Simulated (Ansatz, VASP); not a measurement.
**Two plane-wave programs on Al**

```
Al
1.0
     2.90825    0.00000    0.00000
    -1.45413    2.51862    0.00000
     0.00000    0.00000    9.17379
Al
4
Cartesian
  0.0000 0.0000 0.0000
  0.0000 1.6791 2.2934
  0.0000 0.0000 4.5869
  1.4541 0.8395 6.8803
```

Alike in both runs: task single point; functional PBE; dispersion D3(BJ); k mesh 18 × 18 × 6; occupations gaussian, width 0.15 eV; no spin polarisation.

|  | VASP | Ansatz |
| --- | --- | --- |
| version | VASP 6.6.1 | Ansatz 0.2.0 |
| potentials or method | VASP PAW PBE potentials, release 64 (Al), cutoff 520 eV | scalar-relativistic, plane waves, PAW |
| valence electrons in the cell | 12 | 12 |

```csv
,VASP,Ansatz,Ansatz less VASP
gap on the k mesh at the Fermi level (eV),none,none,-
pressure (GPa),-4.3,-4.3,+0.01
"traceless stress, the component that is largest in VASP (GPa)",1.73,1.73,+0.001
```

A gap of «none» marks a metal or a gap that the smearing closes.
